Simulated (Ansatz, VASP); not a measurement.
## BP in VASP and in Ansatz

File POSCAR:

```
BP
1.0
    0.0000000000      2.2002188101      2.2682668145
    2.2002188101      0.0000000000      2.2682668145
    2.2002188101      2.2002188101      0.0000000000
B P
1 1
Direct
    0.0000000000      0.0000000000      0.0000000000
    0.7500000000      0.7500000000      0.7500000000
```

The input INCAR.step1:

```
SYSTEM = BP
PREC = Accurate ; ENCUT = 520
ISMEAR = 0 ; SIGMA = 0.05
LREAL = .False. ; LASPH = .True.
NELM = 60 ; NBANDS = 11
GGA = PE ; ALGO = Normal
EDIFF = 1E-4 ; LWAVE = .True.
LCHARG = .False.
```

INCAR.step2

```
SYSTEM = BP
PREC = Accurate ; ENCUT = 520
EDIFF = 1E-6 ; ISMEAR = 0
SIGMA = 0.05 ; LREAL = .False.
LASPH = .True. ; NELM = 60
ALGO = Normal ; ISIF = 2
LWAVE = .False. ; LCHARG = .False.
METAGGA = R2SCAN ; LMIXTAU = .True.
NBANDS = 11 ; ISTART = 1
```

Contents of KPOINTS:

```
Automatic mesh
0
Gamma
  10 10 10
  0 0 0
```

Input for Ansatz:

```yaml
crystal:
  lattice:
    - [0.0, 2.2002188101, 2.2682668145]
    - [2.2002188101, 0.0, 2.2682668145]
    - [2.2002188101, 2.2002188101, 0.0]
  atoms:
    - { symbol: B, position: [0.0, 0.0, 0.0] }
    - { symbol: P, position: [0.75, 0.75, 0.75] }
basis:
  ecutwfc: 500
kpoints:
  mp_grid: { grid: [10, 10, 10] }
hamiltonian:
  xc: r2scan
scf:
  occupations: { method: gaussian, width: 0.05 }
output:
  forces: true
  stress: true
  eigenvalues: true
```

Change from the starting cell: strain -0.030 along x and y, +0.000 along z, atoms carried along.

Alike in both runs: task single point; functional r2SCAN; k mesh 10 × 10 × 10; occupations gaussian, width 0.05 eV; no spin polarisation.

|  | VASP | Ansatz |
| --- | --- | --- |
| version | VASP 6.6.1 | Ansatz 0.2.0 |
| potentials or method | VASP PAW PBE potentials, release 64 (B, P), cutoff 520 eV | scalar-relativistic, plane waves, PAW |
| valence electrons in the cell | 8 | 8 |

```csv
,VASP,Ansatz,Ansatz less VASP
gap on the k mesh at the Fermi level (eV),1.11,1.08,-0.029
least direct gap on the mesh (eV),3.57,3.53,-0.040
pressure (GPa),11.0,11.5,+0.59
"traceless stress, the component that is largest in VASP (GPa)",-6.45,-6.42,+0.030
```

VASP's potentials were made for PBE, not for r2SCAN.
